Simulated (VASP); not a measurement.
The system is GaSb (rocksalt type).

```
Ga Sb
1.0
     0.00000    2.72161    2.72161
     2.72161    0.00000    2.72161
     2.72161    2.72161    0.00000
Ga Sb
1 1
Direct
  0.00000 0.00000 0.00000
  0.50000 0.50000 0.50000
```

- Program: VASP 6.6.1
- Task: relaxation of cell and atoms
- Functional: LDA
- Potentials or basis: VASP PAW LDA potentials, release 64 (Ga_d, Sb)
- Cutoff: 600 eV
- k mesh: 12 × 12 × 12
- Occupations: fermi-dirac, width 0.05 eV
- Spin: no spin polarisation

At the start: pressure 10.3 GPa; volume 20.16 Å³/atom.

Question: Where does the relaxation end?

Answer: Over 3 steps the energy falls by 69.0 meV/atom and the volume is 22.57 Å³/atom (+11.9 %); space group Fm-3m (No. 225, to 0.05 Å).

Step by step:
```
step  energy change (eV)  largest force (eV/Å)  pressure (GPa)  volume (Å³)
   1              0.0000                0.0000           10.33        40.32
   2             -0.0943                0.0000           -4.12        48.38
   3             -0.1381                0.0000           -0.02        45.13
```

Final structure:
```yaml
crystal:
  lattice:
    - [0.00000, 2.82584, 2.82584]
    - [2.82584, 0.00000, 2.82584]
    - [2.82584, 2.82584, 0.00000]
  atoms:
    - { symbol: Ga, position: [0.00000, 0.00000, 0.00000] }
    - { symbol: Sb, position: [0.50000, 0.50000, 0.50000] }
```
